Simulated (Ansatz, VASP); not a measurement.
# One calculation of GaP, two programs

INCAR

```
  ALGO = Normal
  EDIFF = 1E-6
  ENCUT = 500
  GGA = PE
  GGA_COMPAT = False
  ISIF = 2
  ISMEAR = 0
  LASPH = True
  LCHARG = False
  LREAL = False
  LWAVE = False
  NBANDS = 16
  NELM = 120
  PREC = Accurate
  SIGMA = 0.01
```

Contents of KPOINTS:

```
k-points
0
Gamma
  6 6 6
```

The input POSCAR:

```
GaP
1.0
    0.0000000000      2.7797914262      2.7797914262
    2.7797914262      0.0000000000      2.7797914262
    2.7797914262      2.7797914262      0.0000000000
Ga P
1 1
Direct
    0.0000000000      0.0000000000      0.0000000000
    0.2500000000      0.2500000000      0.2500000000
```

Input for Ansatz:

```yaml
crystal:
  lattice:
    - [0.0, 2.7797914262, 2.7797914262]
    - [2.7797914262, 0.0, 2.7797914262]
    - [2.7797914262, 2.7797914262, 0.0]
  atoms:
    - { symbol: Ga, position: [0.0, 0.0, 0.0] }
    - { symbol: P, position: [0.25, 0.25, 0.25] }
kpoints:
  mp_grid: { grid: [6, 6, 6] }
hamiltonian:
  xc: pbe
scf:
  occupations: { method: fixed }
  n_extra_bands: 4
output:
  forces: true
  stress: true
  eigenvalues: true
```

Alike in both runs: task single point; functional PBE; k mesh 6 × 6 × 6; no spin polarisation.

|  | VASP | Ansatz |
| --- | --- | --- |
| version | VASP 6.6.1 | Ansatz 0.2.0 |
| potentials or method | VASP PAW PBE potentials, release 64 (Ga_d, P) | plane waves, PAW |
| plane-wave cutoff (eV) | 500 | 420 |
| occupations | gaussian, width 0.01 eV | fixed |
| valence electrons in the cell | 18 | 18 |

|  | VASP | Ansatz | Ansatz less VASP |
| --- | --- | --- | --- |
| gap on the k mesh at the Fermi level (eV) | 1.34 | 1.34 | +0.004 |
| pressure (GPa) | -2.1 | -2.1 | +0.06 |
